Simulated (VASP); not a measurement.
**HfC (zincblende type): relaxation of cell and atoms with PBE**

The system is HfC (zincblende type).

```
CELL_PARAMETERS angstrom
0.00000 2.47131 2.47131
2.47131 0.00000 2.47131
2.47131 2.47131 0.00000
ATOMIC_POSITIONS crystal
Hf 0.00000 0.00000 0.00000
C 0.25000 0.25000 0.25000
```

- Program: VASP 6.6.1
- Task: relaxation of cell and atoms
- Functional: PBE
- Potentials or basis: VASP PAW PBE potentials, release 64 (Hf_pv, C)
- Cutoff: 600 eV
- k mesh: 13 × 13 × 13
- Occupations: fermi-dirac, width 0.1 eV
- Spin: no spin polarisation
- Target pressure: 0.032 GPa
- Dipole correction: no
- Further INCAR settings: ALGO = Normal; EDIFF = 1e-07; IBRION = 2; EDIFFG = -0.005; NSW = 60; ISIF = 3

- Relaxed volume: 15.99 Å³/atom
- Relaxed cell: a = 3.563 Å, b = 3.563 Å, c = 3.563 Å, α = 60.00°, β = 60.00°, γ = 60.00°
- Space group after relaxing (to 0.1 Å): F-43m (No. 216)
- Energy change on relaxing (the run minimises the enthalpy): -27.6 meV/atom
- Ionic steps: 4
- Pressure after relaxing: 0.1 GPa
- Band gap on the k mesh: 0.45 eV (least direct gap 0.47 eV)

Step by step:
```
step  energy change (eV)  largest force (eV/Å)  pressure (GPa)  volume (Å³)
   1              0.0000                0.0000           10.27        30.19
   2              0.0378                0.0000          -10.73        34.60
   3             -0.0553                0.0000           -0.13        32.02
   4             -0.0553                0.0000            0.06        31.98
```

Final structure:
```
Hf C
1.0
     0.00000    2.51936    2.51936
     2.51936    0.00000    2.51936
     2.51936    2.51936    0.00000
Hf C
1 1
Cartesian
  0.0000 0.0000 0.0000
  1.2597 1.2597 1.2597
```

Levels at points of the mesh, in eV from the valence-band top:
```tsv
k point	band 3	band 4	band 5	band 6	band 7	band 8	band 9	band 10	band 11
(0.00, 0.00, 0.00)	-29.57	-10.57	-2.19	-2.19	-2.19	3.33	3.68	3.68	9.21
```

It took 2.4 min on 1 thread of Intel Xeon 8259CL, on a shared host, peak memory 0.2 GiB.

Caveat: the cell is relaxed towards a set pressure, so the run minimises the enthalpy, not the energy; spin-orbit coupling is left out, which moves the levels of the heavy elements; an odd mesh through Γ misses points on the zone boundary, where band edges can lie.
